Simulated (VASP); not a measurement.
ZnSe: single point with r2SCAN

Crystal: ZnSe.

```xyz
2
Lattice="0.0000 2.8324 2.8191 2.8324 0.0000 2.8191 2.8324 2.8324 0.0000" Properties=species:S:1:pos:R:3 pbc="T T T"
Zn    0.0000    0.0000    0.0000
Se    1.4162    1.4162    1.4096
```

This cell differs from its parent crystal: uniaxial z strain -0.5%.

| Property | Result |
| --- | --- |
| Program | VASP 6.6.1 |
| Task | single point |
| Functional | r2SCAN |
| Potentials or basis | VASP PAW PBE potentials, release 64 (Zn, Se) |
| Cutoff | 520 eV |
| k mesh | 8 × 8 × 8 |
| Occupations | gaussian, width 0.01 eV |
| Spin | no spin polarisation |
| Dipole correction | no |
| Further INCAR settings | ALGO = Normal; EDIFF = 1e-07; NBANDS = 16 |

- Pressure: 0.4 GPa
- Band gap on the k mesh: 1.88 eV

Stress tensor (GPa, compression positive):
```
0.37 0.00 0.00
0.00 0.37 0.00
0.00 0.00 0.56
```

Levels at points of the mesh, in eV from the valence-band top:
| k point | band 7 | band 8 | band 9 | band 10 | band 11 | band 12 |
| --- | --- | --- | --- | --- | --- | --- |
| (0.00, 0.00, 0.00) | -0.02 | -0.02 | 0.00 | 1.88 | 6.30 | 6.30 |
| (0.50, 0.00, 0.00) | -5.35 | -0.92 | -0.89 | 3.05 | 6.83 | 6.87 |
| (0.50, 0.50, 0.00) | -4.81 | -2.28 | -2.28 | 3.30 | 3.83 | 11.58 |
| (0.50, 0.00, 0.50) | -4.84 | -2.26 | -2.25 | 3.32 | 3.88 | 11.53 |

Wall time 5.6 min on 1 thread of AMD EPYC 7R43 64-Core Processor (Zen 3), with other jobs on the host, peak memory 0.16 GiB.

Caveat: the cell differs from its parent crystal (uniaxial z strain -0.5%); the PAW data sets were made with another functional, which shifts forces and pressure a little.
